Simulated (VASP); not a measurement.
Runs of VASP 6.6.1 on InSb. The structure is that of space group I4/mmm (No. 139), or close to it. The cells are those of the table. 

| cell | gap on the mesh (eV) | pressure (GPa) |
| --- | --- | --- |
| a = 4.514, b = 4.514, c = 4.088 Å, angles 63.1, 63.1, 53.8°, 2 atoms | none | 0.6 |
| a = 4.123, b = 4.123, c = 4.365 Å, angles 58.0, 58.0, 63.9°, 2 atoms | none | (a) |
| a = 4.304, b = 4.304, c = 4.432 Å, angles 59.0, 59.0, 62.0°, 2 atoms | none | -2.2 |
| a = 4.392, b = 4.392, c = 4.257 Å, angles 61.0, 61.0, 58.0°, 2 atoms | none | -2.2 |
| a = 4.449, b = 4.449, c = 4.171 Å, angles 62.0, 62.0, 55.9°, 2 atoms | none | -1.1 |

Alike in all rows: task single point; level PBEsol; potentials or basis VASP PAW PBE potentials, release 64 (In_d, Sb); no spin polarisation; k mesh 14 × 14 × 14; cutoff (eV) 520; smearing gaussian 0.15 eV.

Question: Estimate the missing entries.

Answer: (a) 5.9.

Caveats: the PAW data sets were made with another functional, which shifts forces and pressure a little; spin-orbit coupling is left out, which moves the levels of the heavy elements; the stress differs along the axes, from -6 to 4 GPa (at least some runs); the stress differs along the axes, from -1 to 19 GPa (at least some runs); the stress differs along the axes, from -4 to 1 GPa (at least some runs); the stress differs along the axes, from -6 to 1 GPa (at least some runs).

A k mesh can miss the band edges, and the runs leave out spin-orbit coupling on In, Sb.

A gap of «none» marks levels without a gap at the run's occupations.
